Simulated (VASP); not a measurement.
A run of VASP 6.6.1:

Contents of INCAR:

```
PREC     = Accurate       # precision mode
ENCUT    = 520            # plane-wave cutoff, eV
EDIFF    = 1E-7           # SCF threshold, eV
ISMEAR   = 0              # smearing method
SIGMA    = 0.2            # smearing width, eV
LREAL    = F              # projectors in reciprocal space
LASPH    = T              # aspherical terms in the spheres
NELM     = 100            # most SCF steps
ALGO     = Normal         # electronic algorithm
ISIF     = 2              # what is computed and relaxed
LWAVE    = F              # write WAVECAR
LCHARG   = F              # write CHGCAR
GGA      = PE             # functional
NBANDS   = 16             # bands
```

Contents of KPOINTS:

```
regular mesh
0
Gamma
  7 7 4
```

POSCAR

```
InSb
1.0
    3.0766560000      0.0000000000      0.0000000000
    0.0000000000      3.0766560000      0.0000000000
    0.0000000000      0.0000000000      6.2154700000
In Sb
1 1
Direct
    0.0000000000      0.0000000000      0.0000000000
    0.0000000000      0.0000000000      0.5000000000
```

Potentials or basis: VASP PAW PBE potentials, release 64 (In_d, Sb).

The run is started by

```sh
$ cat potpaw_PBE.64/In_d/POTCAR potpaw_PBE.64/Sb/POTCAR > POTCAR
$ mpirun -np 1 vasp_std > vasp.out
```

Hardware: 1 thread of Intel(R) Xeon(R) Platinum 8259CL CPU @ 2.50GHz (Skylake/Cascade Lake), on a shared host.

Q: How long does it take, and how much memory?

A: It took 15 s on 1 thread of Intel(R) Xeon(R) Platinum 8259CL CPU @ 2.50GHz (Skylake/Cascade Lake), with other jobs on the host, peak memory 0.18 GiB. Counts: scf iterations 11, k points 30.
